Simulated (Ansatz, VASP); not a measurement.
GaAs in VASP and in Ansatz

The input INCAR:

```
SYSTEM = GaAs
PREC = Accurate
ENCUT = 600
EDIFF = 1E-6
ISMEAR = 0
SIGMA = 0.1
LREAL = .FALSE.
LASPH = .TRUE.
NELM = 60
ALGO = Normal
ISIF = 3
LWAVE = .FALSE.
LCHARG = .FALSE.
GGA = CA
IBRION = 2
NSW = 100
EDIFFG = -0.002
```

KPOINTS

```
Automatic mesh
0
G
  12 12 12
  0 0 0
```

POSCAR

```
GaAs
1.0
    0.0000000000      2.8750910500      2.8750910500
    2.8750910500      0.0000000000      2.8750910500
    2.8750910500      2.8750910500      0.0000000000
Ga As
1 1
Direct
    0.0000000000      0.0000000000      0.0000000000
    0.7500000000      0.7500000000      0.7500000000
```

Input for Ansatz:

```yaml
crystal:
  lattice:
    - [0.0, 2.87509105, 2.87509105]
    - [2.87509105, 0.0, 2.87509105]
    - [2.87509105, 2.87509105, 0.0]
  atoms:
    - { symbol: Ga, position: [0.0, 0.0, 0.0] }
    - { symbol: As, position: [0.75, 0.75, 0.75] }
basis:
  ecutwfc: 420
kpoints:
  mp_grid: { grid: [12, 12, 12] }
hamiltonian:
  xc: lda
  pseudopotentials: { kind: paw, azcp: { folder: soft_1 } }
scf:
  occupations: { method: gaussian, width: 0.1 }
output:
  forces: true
  stress: true
  eigenvalues: true
  write_density: true
  write_potential: true
  elf: true
  volumetric_format: npy
relax:
  adjacent_minimum: "off"
  f_tol: 0.002
  max_steps: 80
  cell: { stress_tol: 0.02 }
```

Alike in both runs: task relaxation of cell and atoms; functional LDA; k mesh 12 × 12 × 12; occupations gaussian, width 0.1 eV; no spin polarisation.

|  | VASP | Ansatz |
| --- | --- | --- |
| version | VASP 6.6.1 | Ansatz 0.2.0 |
| potentials or method | VASP PAW LDA potentials, release 64 (Ga_d, As), cutoff 600 eV | scalar-relativistic, plane waves, PAW |
| valence electrons in the cell | 18 | 28 |

VASP gave:

| Quantity | Value |
| --- | --- |
| gap on the k mesh at the Fermi level, each at its own relaxed structure (eV) | 0.50 |
| relaxed volume (Å³/atom) | 22.09 |
| relaxed length of the cell vector where the two differ most in proportion (Å) | 3.968 |

What did Ansatz give for the same quantities?

gap on the k mesh at the Fermi level, each at its own relaxed structure (eV): 0.49; relaxed volume (Å³/atom): 21.99; relaxed length of the cell vector where the two differ most in proportion (Å): 3.962.

Ansatz warns that its potentials were made for another functional, while VASP's fit it. LDA's correlation is that of Perdew and Zunger in VASP and of Perdew and Wang (1992) in Ansatz. VASP's potentials hold 18 valence electrons a cell and Ansatz's 28, so a difference there can come from the potentials and not from the codes.
